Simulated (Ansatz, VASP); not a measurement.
**One calculation of SiC, two programs**

```
Si C
1.0
     0.00000    2.50970    1.63130
     2.50970    0.00000    1.63130
     2.50970    2.50970    0.00000
Si C
1 1
Direct
  0.00000 0.00000 0.00000
  0.75000 0.75000 0.75000
```

Alike in both runs: task single point; functional PBE; k mesh 4 × 4 × 4; occupations gaussian, width 0.05 eV; no spin polarisation.

|  | VASP | Ansatz |
| --- | --- | --- |
| version | VASP 6.6.1 | Ansatz 0.2.0 |
| potentials or method | VASP PAW PBE potentials, release 64 (Si, C), cutoff 520 eV | scalar-relativistic, plane waves, PAW |
| valence electrons in the cell | 8 | 8 |

|  | VASP | Ansatz | Ansatz less VASP |
| --- | --- | --- | --- |
| gap on the k mesh at the Fermi level (eV) | none | none | - |
| pressure (GPa) | -9.1 | -9.1 | -0.07 |
| traceless stress, the component that is largest in VASP (GPa) | 41.15 | 41.07 | -0.074 |

A gap of «none» marks a metal or a gap that the smearing closes. With one functional, cell and mesh, what is left measures potentials, basis and numerics.

The k mesh is coarse, so the values compare programs but aren't converged.
